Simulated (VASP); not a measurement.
Input of a VASP 6.6.1 run:

Contents of INCAR:

```
PREC     = Accurate       # precision mode
ENCUT    = 520            # plane-wave cutoff, eV
EDIFF    = 1E-7           # SCF threshold, eV
ISMEAR   = 0              # smearing method
SIGMA    = 0.01           # smearing width, eV
LREAL    = F              # projectors in reciprocal space
LASPH    = T              # aspherical terms in the spheres
NELM     = 100            # most SCF steps
ALGO     = Normal         # electronic algorithm
ISIF     = 2              # what is computed and relaxed
LWAVE    = F              # write WAVECAR
LCHARG   = F              # write CHGCAR
NBANDS   = 35             # bands
```

KPOINTS

```
regular mesh
0
Gamma
  9 9 2
```

POSCAR

```
WSe2
1.0
    3.2820020026      0.0000000000      0.0000000000
   -1.6410010013      2.8422971095      0.0000000000
    0.0000000000      0.0000000000     12.9600000000
W Se
2 4
Direct
    0.3333333333      0.6666666667      0.2500000000
    0.6666666667      0.3333333333      0.7500000000
    0.3333333333      0.6666666667      0.6211000000
    0.6666666667      0.3333333333      0.1211000000
    0.3333333333      0.6666666667      0.8789000000
    0.6666666667      0.3333333333      0.3789000000
```

Potentials or basis: VASP PAW LDA potentials, release 64 (W_sv, Se).

Command:

```bash
$ cat potpaw_LDA.64/W_sv/POTCAR potpaw_LDA.64/Se/POTCAR > POTCAR
$ mpirun -np 1 vasp_std > vasp.out
```

Q: Predict the band gap on the k mesh.

A: 1.01 eV, indirect (least direct gap 1.53 eV).

Q: What does it give for the pressure?

A: -2.4 GPa.

Q: Predict the largest force.

A: 0.165 eV/Å.

Forces on the atoms (eV/Å):
```
W    0.000  0.000  0.000
W    0.000  0.000  0.000
Se   0.000  0.000  0.165
Se   0.000  0.000  0.165
Se   0.000  0.000 -0.165
Se   0.000  0.000 -0.165
```

Caveat: spin-orbit coupling is left out, which moves the levels of the heavy elements.

**The experiment to reproduce.**

From “Time-resolved XUV ARPES with tunable 24–33 eV laser pulses at 30 meV resolution”, 2019, pmc:6684652, for a bulk crystal of WSe2: band gap 1.3 eV (indirect).

Against the measured gap of WSe2, 1.3 eV (indirect; “Time-resolved XUV ARPES with tunable 24–33 eV laser pulses at 30 meV resolution”, 2019, pmc:6684652), the calculated 1.01 eV is off by -0.29 eV. Spin-orbit coupling on Se, W is left out. The value is that of LDA on a finite k mesh, which can miss the band edges, without temperature or zero-point motion. Semilocal functionals fall short of measured gaps as a rule.
